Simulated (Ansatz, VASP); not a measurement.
**NaH in VASP and in Ansatz**

Contents of INCAR:

```
SYSTEM = NaH
PREC = Accurate
ENCUT = 520
EDIFF = 1E-7
ISMEAR = -1
SIGMA = 0.02
LREAL = .False.
LASPH = .True.
NELM = 100
ALGO = Normal
ISIF = 2
LWAVE = .False.
LCHARG = .True.
GGA = PE
LELF = .True.
LVHAR = .True.
NBANDS = 11
```

Contents of KPOINTS:

```
Automatic mesh
0
Gamma
  10 10 10
  0 0 0
```

File POSCAR:

```
NaH
1.0
    0.0000000000      2.4694376559      2.3615496029
    2.4694376559      0.0000000000      2.3615496029
    2.4694376559      2.4694376559      0.0000000000
Na H
1 1
Direct
    0.0000000000      0.0000000000      0.0000000000
    0.5000000000      0.5000000000      0.5000000000
```

Input for Ansatz:

```yaml
crystal:
  lattice:
    - [0.0, 2.4694376559, 2.3615496029]
    - [2.4694376559, 0.0, 2.3615496029]
    - [2.4694376559, 2.4694376559, 0.0]
  atoms:
    - { symbol: Na, position: [0.0, 0.0, 0.0] }
    - { symbol: H, position: [0.5, 0.5, 0.5] }
kpoints:
  mp_grid: { grid: [10, 10, 10] }
  band_path:
    path:
      - [0.0, 0.0, 0.0]
      - [0.5, 0.0, 0.5]
      - [0.625, 0.25, 0.625]
      - [0.375, 0.375, 0.75]
      - [0.5, 0.5, 0.5]
      - [0.5, 0.25, 0.75]
      - [0.307292, -0.5, -0.192708]
      - [0.0, 0.0, 0.5]
    npoints: 1
hamiltonian:
  xc: pbe
scf:
  occupations: { method: fermi_dirac, width: 0.02 }
  n_extra_bands: 4
output:
  forces: true
  stress: true
  eigenvalues: true
```

Change from the starting cell: epitaxial_xy strain +3.0%.

Alike in both runs: task single point; functional PBE; k mesh 10 × 10 × 10; occupations fermi-dirac, width 0.02 eV; no spin polarisation.

```csv
,VASP,Ansatz
version,VASP 6.6.1,Ansatz 0.2.0
potentials or method,"VASP PAW PBE potentials, release 64 (Na_pv, H)","plane waves, PAW"
plane-wave cutoff (eV),520,420
valence electrons in the cell,8,10
```

```csv
,VASP,Ansatz,Ansatz less VASP
gap on the k mesh at the Fermi level (eV),3.70,3.70,+0.001
pressure (GPa),-0.4,-0.4,+0.03
"traceless stress, the component that is largest in VASP (GPa)",0.89,0.88,-0.010
```

VASP's potentials hold 8 valence electrons a cell and Ansatz's 10, so a difference there can come from the potentials and not from the codes.
